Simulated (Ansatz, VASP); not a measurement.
# MgRuO in VASP and in Ansatz

File INCAR:

```
PREC     = Accurate       # precision mode
ENCUT    = 520            # plane-wave cutoff, eV
EDIFF    = 1E-6           # SCF threshold, eV
ISMEAR   = 0              # smearing method
SIGMA    = 0.1            # smearing width, eV
LREAL    = False          # projectors in reciprocal space
LASPH    = True           # aspherical terms in the spheres
NELM     = 150            # most SCF steps
ALGO     = Normal         # electronic algorithm
ISIF     = 2              # what is computed and relaxed
LWAVE    = False          # write WAVECAR
LCHARG   = False          # write CHGCAR
ISPIN    = 2              # spin polarisation
MAGMOM   = 0 1 0          # initial moments
LORBIT   = 11             # projections on sites
LMAXMIX  = 4              # l up to which the mixer works
GGA      = PE             # functional
NBANDS   = 22             # bands
```

Contents of KPOINTS:

```
Automatic mesh
0
Gamma
  4 4 6
```

Contents of POSCAR:

```
MgRuO
1.0
    5.3613083900      0.0000000000      0.0000000000
    0.0000000000      5.3613083900      0.0000000000
    0.0000000000      0.0000000000      2.9199498200
Mg Ru O
1 1 1
Direct
    0.5000000000      0.5000000000      0.5000000000
    0.0000000000      0.0000000000      0.0000000000
    0.5000000000      0.5000000000      0.0000000000
```

Input for Ansatz:

```yaml
crystal:
  lattice:
    - [5.36130839, 0.0, 0.0]
    - [0.0, 5.36130839, 0.0]
    - [0.0, 0.0, 2.91994982]
  atoms:
    - { symbol: Mg, position: [0.5, 0.5, 0.5] }
    - { symbol: Ru, position: [0.0, 0.0, 0.0], spin: 1.0 }
    - { symbol: O, position: [0.5, 0.5, 0.0] }
basis:
  ecutwfc: 420
kpoints:
  mp_grid: { grid: [4, 4, 6] }
hamiltonian:
  xc: pbe
scf:
  occupations: { method: gaussian, width: 0.1 }
  lower_state_search: "off"
output:
  forces: true
  stress: true
  eigenvalues: true
  populations: true
magnetization:
  spin_polarized: true
```

Alike in both runs: task single point; functional PBE; k mesh 4 × 4 × 6; occupations gaussian, width 0.1 eV; collinear spin.

```csv
,VASP,Ansatz
version,VASP 6.6.1,Ansatz 0.2.0
potentials or method,"VASP PAW PBE potentials, release 64 (Mg, Ru_pv, O), cutoff 520 eV","scalar-relativistic, plane waves, PAW"
valence electrons in the cell,22,32
```

Ansatz gave:

- gap on the k mesh at the Fermi level (eV): none
- net moment per atom (μB): 1.04
- size of the moment on the site where the two differ most (μB): 2.65

Problem. Which values does VASP return?

Solution. gap on the k mesh at the Fermi level (eV): none; net moment per atom (μB): 1.06; size of the moment on the site where the two differ most (μB): 2.71.

Site moments also hang on the region over which each program counts them. A gap of «none» marks a metal or a gap that the smearing closes. VASP's potentials hold 22 valence electrons a cell and Ansatz's 32, so a difference there can come from the potentials and not from the codes.
